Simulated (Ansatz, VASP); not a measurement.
**TiSi in VASP and in Ansatz**

File INCAR:

```
SYSTEM = TiSi
ALGO     = Normal         ! electronic algorithm
EDIFF    = 1E-7           ! SCF threshold, eV
ENCUT    = 520            ! plane-wave cutoff, eV
GGA      = PS             ! functional
ISIF     = 2              ! what is computed and relaxed
ISMEAR   = 0              ! smearing method
LASPH    = .True.         ! aspherical terms in the spheres
LCHARG   = .False.        ! write CHGCAR
LREAL    = .False.        ! projectors in reciprocal space
LWAVE    = .False.        ! write WAVECAR
NBANDS   = 42             ! bands
NELM     = 80             ! most SCF steps
PREC     = Accurate       ! precision mode
SIGMA    = 0.15           ! smearing width, eV
```

KPOINTS

```
k-points
0
Gamma
  12 6 10
  0 0 0
```

File POSCAR:

```
TiSi
1.0
    3.3127283557      0.0000000000      0.0000000000
    0.0000000000      6.9722798244      0.0000000000
    0.0000000000      0.0000000000      4.3086141235
Ti Si
4 4
Direct
    0.0000000000      0.5000000000      0.0507500000
    0.5000000000      0.5000000000      0.5507500000
    0.5000000000      0.0000000000      0.5507500000
    0.0000000000      0.0000000000      0.0507500000
    0.0000000000      0.7500000000      0.5507500000
    0.0000000000      0.2500000000      0.5507500000
    0.5000000000      0.2500000000      0.0507500000
    0.5000000000      0.7500000000      0.0507500000
```

Input for Ansatz:

```yaml
crystal:
  lattice:
    - [3.3127283557, 0.0, 0.0]
    - [0.0, 6.9722798244, 0.0]
    - [0.0, 0.0, 4.3086141235]
  atoms:
    - { symbol: Ti, position: [0.0, 0.5, 0.05075] }
    - { symbol: Ti, position: [0.5, 0.5, 0.55075] }
    - { symbol: Ti, position: [0.5, 0.0, 0.55075] }
    - { symbol: Ti, position: [0.0, 0.0, 0.05075] }
    - { symbol: Si, position: [0.0, 0.75, 0.55075] }
    - { symbol: Si, position: [0.0, 0.25, 0.55075] }
    - { symbol: Si, position: [0.5, 0.25, 0.05075] }
    - { symbol: Si, position: [0.5, 0.75, 0.05075] }
basis:
  ecutwfc: 420
kpoints:
  mp_grid: { grid: [12, 6, 10] }
hamiltonian:
  xc: pbesol
scf:
  occupations: { method: gaussian, width: 0.15 }
output:
  forces: true
  stress: true
  eigenvalues: true
```

Change from the starting cell: strain -0.080 along x and y, +0.040 along z, atoms carried along.

Alike in both runs: task single point; functional PBEsol; k mesh 12 × 6 × 10; occupations gaussian, width 0.15 eV; no spin polarisation.

|  | VASP | Ansatz |
| --- | --- | --- |
| version | VASP 6.6.1 | Ansatz 0.2.0 |
| potentials or method | VASP PAW PBE potentials, release 64 (Ti_sv, Si), cutoff 520 eV | scalar-relativistic, plane waves, PAW |
| valence electrons in the cell | 64 | 64 |

Ansatz gave:

```
gap on the k mesh at the Fermi level (eV)                     : none
pressure (GPa)                                                : 30.5
traceless stress, the component that is largest in VASP (GPa) : -18.50
```

Question: What did VASP give for the same quantities?

Answer: gap on the k mesh at the Fermi level (eV): none; pressure (GPa): 30.5; traceless stress, the component that is largest in VASP (GPa): -18.62.

VASP's potentials were made for PBE, not for PBEsol. A gap of «none» marks a metal or a gap that the smearing closes. Both programs put the cell under a high pressure, so it lies far from rest at this level. With one functional, cell and mesh, what is left measures potentials, basis and numerics.
